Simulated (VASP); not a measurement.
# Sc (P6_3/mmc) in VASP: single point with PBE

Aim: the single point of Sc with PBE.

Everything below comes from runs of VASP 6.6.1. Logs are shortened: lines on timing, memory, paths and dates and some standing lists are left out, and cuts for length are marked.

### 1 The cell of the first run

Symmetry: P6_3/mmc, No. 194, hexagonal system. The conventional cell has a = 3.335 Å, b = 3.335 Å, c = 5.310 Å, α = 90.00°, β = 90.00°, γ = 120.00°. Sc (site symmetry -6m2) has 12 Sc at 3.28 to 3.34 Å within 4.3 Å.

### 2 Single point, PBE

The input, INCAR:

```
PREC = Accurate
ENCUT = 520
EDIFF = 1E-7
ISMEAR = -1
SIGMA = 0.1
LREAL = F
LASPH = T
NELM = 60
ALGO = Normal
ISIF = 2
LWAVE = F
LCHARG = T
GGA = PE
LELF = T
LVHAR = T
NBANDS = 18
```

The input, KPOINTS:

```
regular mesh
0
Gamma
  12 12 7
```

The input, POSCAR:

```
Sc
1.0
    1.6677140000      2.8885600000      0.0000000000
   -1.6677140000      2.8885600000      0.0000000000
    0.0000000000      0.0000000000      5.3103940000
Sc
2
Direct
    0.3333300000      0.3333400000      0.2500000000
    0.6666600000      0.6666700000      0.7500000000
```

Potentials or basis: VASP PAW PBE potentials, release 64 (Sc_sv).

Launch:

```bash
cat potpaw_PBE.64/Sc_sv/POTCAR > POTCAR
mpirun -np 1 vasp_std > vasp.out
```

OUTCAR:

```text
PREC = Accurate
   ENCUT = 520
   EDIFF = 1E-7
   ISMEAR = -1
   LREAL = F
   LASPH = T
   NELM = 60
   ISIF = 2
   GGA = PE

 ion  position               nearest neighbor table
   1  0.333  0.333  0.250-   2 3.28   2 3.28   2 3.28   2 3.28   2 3.28   2 3.28
   2  0.667  0.667  0.750-   1 3.28   1 3.28   1 3.28   1 3.28   1 3.28   1 3.28

  LATTYP: Found a hexagonal cell.
 ALAT       =     3.3354233404
 C/A-ratio  =     1.5921199374

  Lattice vectors:

 A1 = (   1.6677140000,  -2.8885600000,   0.0000000000)
 A2 = (   1.6677140000,   2.8885600000,   0.0000000000)
 A3 = (   0.0000000000,   0.0000000000,   5.3103940000)

Analysis of symmetry for initial positions (statically):
=====================================================================
 Subroutine PRICEL returns:
 Original cell was already a primitive cell.

 Routine SETGRP: Setting up the symmetry group for a
 hexagonal supercell.

 Subroutine GETGRP returns: Found  8 space group operations
 (whereof  2 operations were pure point group operations)
 out of a pool of 24 trial point group operations.

The static configuration has the point symmetry C_2 .
 The point group associated with its full space group is D_2h.

Analysis of symmetry for dynamics (positions and initial velocities):
=====================================================================
 Subroutine PRICEL returns:
 Original cell was already a primitive cell.

 Routine SETGRP: Setting up the symmetry group for a
 hexagonal supercell.

 Subroutine GETGRP returns: Found  8 space group operations
 (whereof  2 operations were pure point group operations)
 out of a pool of 24 trial point group operations.

The dynamic configuration has the point symmetry C_2 .
 The point group associated with its full space group is D_2h.

 Subroutine INISYM returns: Found  8 space group operations
 (whereof  2 operations are pure point group operations),
 and found     1 'primitive' translations

----------------------------------------------------------------------------------------

                                     Primitive cell

  volume of cell :      51.1634

  direct lattice vectors                    reciprocal lattice vectors
     1.667714000  2.888560000  0.000000000     0.299811598  0.173096629  0.000000000
    -1.667714000  2.888560000  0.000000000    -0.299811598  0.173096629  0.000000000
[... 77 lines left out ...]
   ISTART =      0    job   : 0-new  1-cont  2-samecut
   ICHARG =      2    charge: 1-file 2-atom 10-const
   ISPIN  =      1    spin polarized calculation?
   LNONCOLLINEAR =      F non collinear calculations
   LSORBIT =      F    spin-orbit coupling
   LASPH  =      T    aspherical Exc in radial PAW
   ENCUT  =  520.0 eV  38.22 Ry    6.18 a.u.   6.20  6.20  9.87*2*pi/ulx,y,z
   NELM   =     60;   NELMIN=  2; NELMDL= -5     # of ELM steps
   EDIFF  = 0.1E-06   stopping-criterion for ELM
   LREAL  =      F    real-space projection
   EDIFFG = 0.1E-05   stopping-criterion for IOM
   NSW    =      0    number of steps for IOM
   IBRION =     -1    ionic relax: 0-MD 1-quasi-New 2-CG
   NFREE  =      0    steps in history (QN), initial steepest desc. (CG)
   ISIF   =      2    stress and relaxation
   ISYM   =      2    0-nonsym 1-usesym 2-fastsym
   POTIM  = 0.5000    time-step for ionic-motion
   TEBEG  =    0.0;   TEEND  =   0.0 temperature during run
   PSTRESS=    0.0 pullay stress
   NELECT =      22.0000    total number of electrons
   NUPDOWN=      -1.0000    fix difference up-down
   EMIN   =  10.00;   EMAX   =-10.00  energy-range for DOS
   EFERMI =   0.00;   METHOD = LEGACY
   ISMEAR =    -1;   SIGMA  =   0.10  broadening in eV -4-tet -1-fermi 0-gaus
   EFERMI_NEDOS =   21; number of points for ismear=-14 and -15
   IALGO  =     38    algorithm
   IMIX   =      4    mixing-type and parameters
     AMIX     =   0.40;   BMIX     =  1.00
     AMIX_MAG =   1.60;   BMIX_MAG =  1.00
  volume/ion in A,a.u.               =      25.58       172.63
  Fermi-wavevector in a.u.,A,eV,Ry     =   1.235651  2.335042 20.773829  1.526833
  Thomas-Fermi vector in A             =   2.370292
   LORBIT       =      0    0 simple, 1 ext, 2 COOP (PROOUT), +10 PAW based schemes
   GGA     = PE    functional components
   LHFCALC =     F    Hartree Fock is set to
   AEXX    =    0.0000 exact exchange contribution
   IVDW    =     0    specifies the selected vdW correction
   LEPSILON=     F    determine dielectric tensor
   LRPA    =     F    only Hartree local field effects (RPA)
 non-spin polarized calculation
  energy-cutoff  :      520.00
  volume of cell :       51.16
 maximum number of plane-waves:      1400
 NGX is ok and might be reduce to    28
   NGX = 13   NGY = 13   NGZ = 19

 number of electron      22.0000004 magnetization

 Free energy of the ion-electron system (eV)
  ---------------------------------------------------
  ext. energy  EPLUGINS =         0.00000000
  ---------------------------------------------------
  free energy    TOTEN  =       -12.55334160 eV

  energy without entropy =      -12.42201546  energy(sigma->0) =      -12.48767853

 E-fermi :   3.4713     XC(G=0):  -9.7297

 val. band max:        3.4693684645   @ k =   0.4167   0.4167   0.2857
 cond. band min:       3.4771518497   @ k =   0.5000   0.0833   0.4286
 fundamental gap:      0.0077833852
 Fermi energy:         3.4713293614

 k-point     1 :       0.0000    0.0000    0.0000
  band No.  band energies     occupation
      1     -46.0461      2.00000
      2     -45.9906      2.00000
      3     -24.8377      2.00000
      4     -24.5355      2.00000
      5     -24.5355      2.00000
      6     -24.4828      2.00000
[... 481 lines left out ...]
      5     -24.6879      2.00000
      6     -24.6055      2.00000
[... 10 lines left out ...]
     17       6.7992      0.00000
     18       7.1158      0.00000

 [... further k-points ...]
[... 5 lines left out ...]
  --------------------------------------------------------------------------------------
  -------------------------------------------------------------------------------------
  Total       -0.4093994     -0.4092908     -0.7813935      0.0000000      0.0000000      0.0000000
  in kB      -12.8202980    -12.8168957    -24.4692492      0.0000000      0.0000000      0.0000000
  external PRESSURE =     -16.7021476 kB  Pullay stress =       0.0000000 kB

 VOLUME and BASIS-vectors are now :
 -----------------------------------------------------------------------------
  energy-cutoff  :      520.00
  volume of cell :       51.16
      direct lattice vectors                 reciprocal lattice vectors
     1.667714000  2.888560000  0.000000000     0.299811598  0.173096629  0.000000000
    -1.667714000  2.888560000  0.000000000    -0.299811598  0.173096629  0.000000000
     0.000000000  0.000000000  5.310394000     0.000000000  0.000000000  0.188309945

 POSITION                                       TOTAL-FORCE (eV/Angst)
 -----------------------------------------------------------------------------------
     -0.00002      1.92572      1.32760         0.000000     -0.000031     -0.000000
     -0.00002      3.85140      3.98280         0.000000      0.000031      0.000000
 -----------------------------------------------------------------------------------
    total drift:                                0.000000      0.000000     -0.000000

  FREE ENERGIE OF THE ION-ELECTRON SYSTEM (eV)
  ---------------------------------------------------
  free  energy   TOTEN  =       -12.5533415997 eV

  energy  without entropy=      -12.4220154575  energy(sigma->0) =      -12.48767853
```

OSZICAR:

```text
N       E                     dE             d eps       ncg     rms          rms(c)
DAV:   1     0.359454166480E+03    0.35945E+03   -0.10965E+04  6216   0.129E+03
DAV:   2     0.628500649839E+01   -0.35317E+03   -0.34615E+03  7528   0.539E+02
DAV:   3    -0.135903889070E+02   -0.19875E+02   -0.18984E+02 10082   0.154E+02
DAV:   4    -0.140081825793E+02   -0.41779E+00   -0.41399E+00  9528   0.202E+01
DAV:   5    -0.140136308652E+02   -0.54483E-02   -0.54452E-02 10484   0.243E+00    0.736E+00
DAV:   6    -0.127227693844E+02    0.12909E+01   -0.30017E+00  8196   0.188E+01    0.218E+00
DAV:   7    -0.125651953213E+02    0.15757E+00   -0.73653E-01  8388   0.841E+00    0.903E-01
DAV:   8    -0.125554949890E+02    0.97003E-02   -0.38549E-02  8246   0.245E+00    0.282E-01
DAV:   9    -0.125533209681E+02    0.21740E-02   -0.11941E-02  8466   0.110E+00    0.222E-02
DAV:  10    -0.125533448054E+02   -0.23837E-04   -0.15844E-04  9594   0.170E-01    0.920E-03
DAV:  11    -0.125533392877E+02    0.55177E-05   -0.51010E-06  9342   0.233E-02    0.251E-03
DAV:  12    -0.125533418186E+02   -0.25308E-05   -0.75589E-07  7346   0.800E-03    0.914E-04
DAV:  13    -0.125533415945E+02    0.22412E-06   -0.40493E-08  4752   0.327E-03    0.687E-05
DAV:  14    -0.125533415997E+02   -0.52401E-08   -0.11201E-08  4354   0.243E-03
   1 F= -.12553342E+02 E0= -.12487679E+02  d E =-.131326E+00
```

Wall time 2.7 min (1 thread of Oxide Virtual Turin-like, shared host); peak memory 0.24 GiB.

Results:

| Quantity | Value |
| --- | --- |
| Free energy | -12.5533 eV |
| Pressure | -1.7 GPa |
| Band gap on the k mesh | zero (band 11 reaches 4.18 eV, above the bottom of band 12 at 3.04 eV) |

Levels at points of the mesh, in eV from the Fermi level:
```tsv
k point	band 9	band 10	band 11	band 12	band 13	band 14
(0.00, 0.00, 0.00)	-5.06	-1.63	0.38	1.56	1.56	1.67
(0.50, 0.00, 0.00)	-1.58	-1.01	-0.65	-0.31	1.17	1.38
(0.50, 0.50, 0.00)	-1.58	-1.01	-0.65	-0.31	1.17	1.38
```
